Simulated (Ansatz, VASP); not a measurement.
# Ni: VASP beside Ansatz

INCAR

```
SYSTEM = Ni
PREC = Accurate ; ENCUT = 520
EDIFF = 1E-6 ; ISMEAR = -1
SIGMA = 0.1 ; LREAL = .False.
LASPH = .True. ; NELM = 150
ALGO = Normal ; ISIF = 2
LWAVE = .False. ; LCHARG = .False.
ISPIN = 2 ; MAGMOM = 1.5 1.5
LORBIT = 11 ; LMAXMIX = 4
GGA = PS ; NBANDS = 21
```

File KPOINTS:

```
regular mesh
0
Gamma
  13 13 7
  0 0 0
```

POSCAR

```
Ni
1.0
    2.4695925960      0.0000000000      0.0000000000
   -1.2347957936      2.1387298171      0.0000000000
    0.0000000000      0.0000000000      4.1086936200
Ni
2
Direct
    0.3333333333      0.6666666667      0.2500000000
    0.6666666667      0.3333333333      0.7500000000
```

Input for Ansatz:

```yaml
crystal:
  lattice:
    - [2.4695925959792997, 0.0, 0.0]
    - [-1.2347957935841365, 2.138729817124232, 0.0]
    - [0.0, 0.0, 4.108693619972223]
  atoms:
    - { symbol: Ni, position: [0.3333333333333333, 0.6666666666666666, 0.25], spin: 1.5 }
    - { symbol: Ni, position: [0.6666666666666666, 0.3333333333333333, 0.75], spin: 1.5 }
basis:
  ecutwfc: 421.77648681281397
kpoints:
  mp_grid:
    grid: [13, 13, 7]
hamiltonian:
  xc: pbesol
magnetization:
  spin_polarized: true
scf:
  occupations:
    method: fermi_dirac
```

Alike in both runs: task single point; functional PBEsol; k mesh 13 × 13 × 7; collinear spin.

```csv
,VASP,Ansatz
version,VASP 6.6.1,Ansatz 0.2.0
potentials or method,"VASP PAW PBE potentials, release 64 (Ni), cutoff 520 eV","plane waves, PAW"
occupations,"fermi-dirac, width 0.1 eV",fermi-dirac
valence electrons in the cell,20,36
```

```tsv
	VASP	Ansatz	Ansatz less VASP
net moment per atom (μB)	0.62	0.63	+0.010
size of the moment on the site where the two differ most (μB)	0.63	0.66	+0.036
```

VASP's potentials were made for PBE, not for PBEsol. Site moments also hang on the region over which each program counts them. VASP's potentials hold 20 valence electrons a cell and Ansatz's 36, so a difference there can come from the potentials and not from the codes.
